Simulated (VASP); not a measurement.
Runs of VASP 6.6.1 on Mg3Te. The structure is that of space group I4/mmm (No. 139), or close to it. The cells are those of the table. 

| task | level | cell | cutoff (eV) | gap on the mesh (eV) | pressure (GPa) |
| --- | --- | --- | --- | --- | --- |
| single point | r2SCAN | a = 6.168 Å, angles 138.9, 138.9, 59.6°, 4 atoms | 520 | none | (a) |
| relaxation of cell and atoms | PBEsol+D4 | relaxed from a = 6.088 Å, angles 138.9, 138.9, 59.6°, 4 atoms | 600 | none | 0.0 |
| single point | r2SCAN | a = 6.128 Å, angles 138.9, 138.9, 59.6°, 4 atoms | 520 | none | -1.7 |
| relaxation of cell and atoms | PBEsol | relaxed to 30 GPa from a = 6.088 Å, angles 138.9, 138.9, 59.6°, 4 atoms | 600 | none | 30.0 |
| relaxation of cell and atoms | PBEsol | relaxed to 20 GPa from a = 6.088 Å, angles 138.9, 138.9, 59.6°, 4 atoms | 600 | none | 20.0 |

Alike in all rows: potentials or basis VASP PAW PBE potentials, release 64 (Te, Mg); no spin polarisation; k mesh 9 × 9 × 9; smearing fermi-dirac 0.05 eV.

**Question.** Fill in the values left out.

**Answer.** (a) -2.3.

Caveats: the PAW data sets were made with another functional, which shifts forces and pressure a little; spin-orbit coupling is left out, which moves the levels of the heavy elements; the cell is relaxed towards a set pressure, so the run minimises the enthalpy, not the energy (at least some runs).

A k mesh can miss the band edges, and the runs leave out spin-orbit coupling on Te.

A gap of «none» marks levels without a gap at the run's occupations.
